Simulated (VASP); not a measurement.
# Cu (P6/mmm) in VASP: a series of runs, part 2 of 2

VASP 6.6.1.

**5. Single point, RPBE (13.64 Å³/atom)**

This run uses another cell than the first one, of 13.64 Å³/atom.

File INCAR:

```
SYSTEM = Cu
ALGO = Normal
EDIFF = 1E-6
ENCUT = 520
GGA = RP
ISIF = 2
ISMEAR = -1
LASPH = .TRUE.
LCHARG = .FALSE.
LREAL = .FALSE.
LWAVE = .FALSE.
NBANDS = 24
NELM = 80
PREC = Accurate
SIGMA = 0.1
```

File KPOINTS:

```
k-points
0
G
  10 10 14
  0 0 0
```

File POSCAR:

```
Cu
1.0
    4.2845236815      0.0000000000      0.0000000000
   -2.1422618407      3.7105063513      0.0000000000
    0.0000000000      0.0000000000      2.5740087426
Cu
3
Direct
    0.0000000000      0.0000000000      0.0000000000
    0.3333333333      0.6666666667      0.5000000000
    0.6666666667      0.3333333333      0.5000000000
```

Run with:

```console
$ cat potpaw_PBE.64/Cu/POTCAR > POTCAR
$ mpirun -np 1 vasp_std > vasp.out
```

Run time: 2.8 min. Hardware: 1 thread of AMD EPYC 7R13, shared host; peak memory 0.18 GiB.

It converged, with:

| Item | Value |
| --- | --- |
| Free energy | -9.4990 eV |
| Pressure | -6.7 GPa |
| Band gap on the k mesh | zero (an odd number of electrons rules out a gap without spin polarisation) |

Stress tensor (GPa, compression positive):
```
-6.67  0.00  0.00
 0.00 -6.67  0.00
 0.00  0.00 -6.85
```

Levels at points of the mesh, in eV from the Fermi level:
```tsv
k point	band 12	band 13	band 14	band 15	band 16	band 17	band 18	band 19	band 20	band 21
(0.00, 0.00, 0.00)	-2.15	-2.10	-2.10	-1.48	-1.48	4.18	4.18	4.21	4.21	5.30
(0.50, 0.00, 0.00)	-1.77	-1.66	-1.66	-1.63	-1.53	-1.45	-0.35	3.51	12.58	12.59
(0.00, 0.00, 0.50)	-1.71	-1.59	-1.59	-1.24	-0.32	0.18	7.67	7.94	7.94	9.03
(0.50, 0.00, 0.50)	-1.77	-1.68	-1.49	-1.36	0.60	0.83	3.09	3.09	6.27	6.91
```

Caveat: the cell stands under tension; the PAW data sets were made with another functional, which shifts forces and pressure a little.

**6. Single point, RPBE (14.15 Å³/atom)**

This run uses another cell than the first one, of 14.15 Å³/atom.

File INCAR:

```
PREC     = Accurate       # precision mode
ENCUT    = 520            # plane-wave cutoff, eV
EDIFF    = 1E-7           # SCF threshold, eV
ISMEAR   = -1             # smearing method
SIGMA    = 0.1            # smearing width, eV
LREAL    = F              # projectors in reciprocal space
LASPH    = T              # aspherical terms in the spheres
NELM     = 100            # most SCF steps
ALGO     = Normal         # electronic algorithm
ISIF     = 2              # what is computed and relaxed
LWAVE    = F              # write WAVECAR
LCHARG   = F              # write CHGCAR
GGA      = RP             # functional
NBANDS   = 24             # bands
```

File KPOINTS:

```
regular mesh
0
Gamma
  10 10 14
```

File POSCAR:

```
Cu
1.0
    4.3367791203      0.0000000000      0.0000000000
   -2.1683895602      3.7557608888      0.0000000000
    0.0000000000      0.0000000000      2.6054021871
Cu
3
Direct
    0.0000000000      0.0000000000      0.0000000000
    0.3333333333      0.6666666667      0.5000000000
    0.6666666667      0.3333333333      0.5000000000
```

Potentials or basis: VASP PAW PBE potentials, release 64 (Cu).

Run with:

```console
$ cat potpaw_PBE.64/Cu/POTCAR > POTCAR
$ mpirun -np 1 vasp_std > vasp.out
```

OUTCAR:

```text
PREC = Accurate
   ENCUT = 520
   EDIFF = 1E-7
   ISMEAR = -1
   LREAL = F
   LASPH = T
   NELM = 100
   ISIF = 2
   GGA = RP

 ion  position               nearest neighbor table
   1  0.000  0.000  0.000-
   2  0.333  0.667  0.500-   3 2.50   3 2.50   3 2.50
   3  0.667  0.333  0.500-   2 2.50   2 2.50   2 2.50

  LATTYP: Found a hexagonal cell.
 ALAT       =     4.3367791203
 C/A-ratio  =     0.6007689382

  Lattice vectors:

 A1 = (   4.3367791203,   0.0000000000,   0.0000000000)
 A2 = (  -2.1683895602,   3.7557608888,   0.0000000000)
 A3 = (   0.0000000000,   0.0000000000,   2.6054021871)

Analysis of symmetry for initial positions (statically):
=====================================================================
 Subroutine PRICEL returns:
 Original cell was already a primitive cell.

 Routine SETGRP: Setting up the symmetry group for a
 hexagonal supercell.

 Subroutine GETGRP returns: Found 24 space group operations
 (whereof 24 operations were pure point group operations)
 out of a pool of 24 trial point group operations.

[... 156 lines left out ...]
  ---------------------------------------------------
  ext. energy  EPLUGINS =         0.00000000
  ---------------------------------------------------
  free energy    TOTEN  =        -9.42146672 eV

  energy without entropy =       -9.38810811  energy(sigma->0) =       -9.40478741

 E-fermi :   5.7366     XC(G=0): -11.5648

 val. band max:        5.7325465099   @ k =   0.2000   0.2000   0.1429
 cond. band min:       5.7506736718   @ k =   0.4000   0.2000   0.2143
 fundamental gap:      0.0181271619
 Fermi energy:         5.7366125826

 k-point     1 :       0.0000    0.0000    0.0000
  band No.  band energies     occupation
      1      -2.3383      2.00000
      2       2.0106      2.00000
      3       2.7294      2.00000
      4       2.7310      2.00000
      5       2.7310      2.00000
      6       2.7850      2.00000
[... 637 lines left out ...]
     23      20.4036      0.00000
     24      20.8061      0.00000

 [... further k-points ...]
[... 5 lines left out ...]
  --------------------------------------------------------------------------------------
  -------------------------------------------------------------------------------------
  Total       -2.5198926     -2.5198926     -2.5350220      0.0000000      0.0000000      0.0000000
  in kB      -95.1376887    -95.1376887    -95.7088955      0.0000000      0.0000000      0.0000000
  external PRESSURE =     -95.3280909 kB  Pullay stress =       0.0000000 kB

 VOLUME and BASIS-vectors are now :
 -----------------------------------------------------------------------------
  energy-cutoff  :      520.00
  volume of cell :       42.44
      direct lattice vectors                 reciprocal lattice vectors
     4.336779120  0.000000000  0.000000000     0.230585873  0.133128816  0.000000000
    -2.168389560  3.755760889  0.000000000     0.000000000  0.266257632  0.000000000
     0.000000000  0.000000000  2.605402187     0.000000000  0.000000000  0.383817901

 POSITION                                       TOTAL-FORCE (eV/Angst)
 -----------------------------------------------------------------------------------
      0.00000      0.00000      0.00000        -0.000000      0.000000      0.000000
     -0.00000      2.50384      1.30270        -0.000000      0.000000      0.000000
      2.16839      1.25192      1.30270         0.000000     -0.000000     -0.000000
 -----------------------------------------------------------------------------------
    total drift:                               -0.000000      0.000000      0.000000

  FREE ENERGIE OF THE ION-ELECTRON SYSTEM (eV)
  ---------------------------------------------------
  free  energy   TOTEN  =        -9.4214667210 eV

  energy  without entropy=       -9.3881081070  energy(sigma->0) =       -9.40478741
```

stdout:

```text
POSCAR found type information on POSCAR Cu
 POSCAR found :  1 types and       3 ions
 scaLAPACK will be used
 -----------------------------------------------------------------------------
|                                                                             |
|                                                                             |
|     You enforced a specific xc type in the INCAR file but a different       |
|     I HOPE YOU KNOW WHAT YOU ARE DOING!                                     |
|                                                                             |
 -----------------------------------------------------------------------------

 LDA part: xc-table for (Slater+PW92), standard interpolation
 POSCAR, INCAR and KPOINTS ok, starting setup
 FFT: planning ... GRIDC
 FFT: planning ... GRID_SOFT
 FFT: planning ... GRID
 WAVECAR not read
 entering main loop
```

Run time: 3.3 min. Hardware: 1 thread of AMD EPYC 7R13, shared host; peak memory 0.18 GiB.

Results:

```
Free energy            : -9.4215 eV
Pressure               : -9.5 GPa
Band gap on the k mesh : zero (an odd number of electrons rules out a gap without spin polarisation)
```

Caveat: the cell stands under tension; the PAW data sets were made with another functional, which shifts forces and pressure a little.

**7. Single point, RPBE**

This run uses another cell than the first one, of 12.63 Å³/atom.

File INCAR:

```
  ALGO = Normal
  EDIFF = 1E-6
  ENCUT = 520
  GGA = RP
  ISIF = 2
  ISMEAR = -1
  LASPH = T
  LCHARG = F
  LREAL = F
  LWAVE = F
  NBANDS = 24
  NELM = 100
  PREC = Accurate
  SIGMA = 0.1
```

File KPOINTS:

```
k-points
0
Gamma
  12 12 16
```

File POSCAR:

```
Cu
1.0
    4.1760077482      0.0000000000      0.0000000000
   -2.0880038741      3.6165287963      0.0000000000
    0.0000000000      0.0000000000      2.5088157406
Cu
3
Direct
    0.0000000000      0.0000000000      0.0000000000
    0.3333333333      0.6666666667      0.5000000000
    0.6666666667      0.3333333333      0.5000000000
```

Run with:

```console
$ cat potpaw_PBE.64/Cu/POTCAR > POTCAR
$ mpirun -np 1 vasp_std > vasp.out
```

Wall time 3.7 min (1 thread of AMD EPYC 7R13, shared host); peak memory 0.21 GiB.

Results (log left out):

- Free energy: -9.5644 eV
- Pressure: 0.8 GPa
- Band gap on the k mesh: zero (an odd number of electrons rules out a gap without spin polarisation)

Stress tensor (GPa, compression positive):
```
0.93 0.00 0.00
0.00 0.93 0.00
0.00 0.00 0.45
```

Levels at points of the mesh, in eV from the Fermi level:
```csv
k point,band 13,band 14,band 15,band 16,band 17,band 18,band 19,band 20
"(0.00, 0.00, 0.00)",-2.23,-2.23,-1.53,-1.53,4.38,4.38,4.40,4.40
"(0.50, 0.00, 0.00)",-1.74,-1.73,-1.71,-1.60,-1.50,-0.53,3.88,13.16
"(0.00, 0.00, 0.50)",-1.66,-1.66,-1.27,-0.31,0.26,8.01,8.32,8.32
"(0.50, 0.00, 0.50)",-1.76,-1.55,-1.39,0.61,0.77,3.31,3.43,6.58
```

Caveat: the PAW data sets were made with another functional, which shifts forces and pressure a little.

**8. The runs side by side**

| cell | k mesh | gap on the mesh (eV) | pressure (GPa) |
| --- | --- | --- | --- |
| a = 4.120, b = 4.120, c = 2.475 Å, angles 90.0, 90.0, 120.0°, 3 atoms | 10 × 10 × 14 | none | 5.9 |
| a = 4.176, b = 4.176, c = 2.509 Å, angles 90.0, 90.0, 120.0°, 3 atoms | 10 × 10 × 14 | none | 0.8 |
| a = 4.231, b = 4.231, c = 2.542 Å, angles 90.0, 90.0, 120.0°, 3 atoms | 10 × 10 × 14 | none | -3.4 |
| a = 4.285, b = 4.285, c = 2.574 Å, angles 90.0, 90.0, 120.0°, 3 atoms | 10 × 10 × 14 | none | -6.7 |
| a = 4.337, b = 4.337, c = 2.605 Å, angles 90.0, 90.0, 120.0°, 3 atoms | 10 × 10 × 14 | none | -9.5 |
| a = 4.176, b = 4.176, c = 2.509 Å, angles 90.0, 90.0, 120.0°, 3 atoms | 12 × 12 × 16 | none | 0.8 |

Alike in all rows: task single point; level RPBE; potentials or basis VASP PAW PBE potentials, release 64 (Cu); no spin polarisation; cutoff (eV) 520; smearing fermi-dirac 0.1 eV.

Caveats: the PAW data sets were made with another functional, which shifts forces and pressure a little; the cell stands under tension (at least some runs); the cell stands under pressure (at least some runs).

Absolute energies hang on the potentials; compare differences alone.

The gap in the log of VASP goes by the Fermi energy; the results here count the filled bands.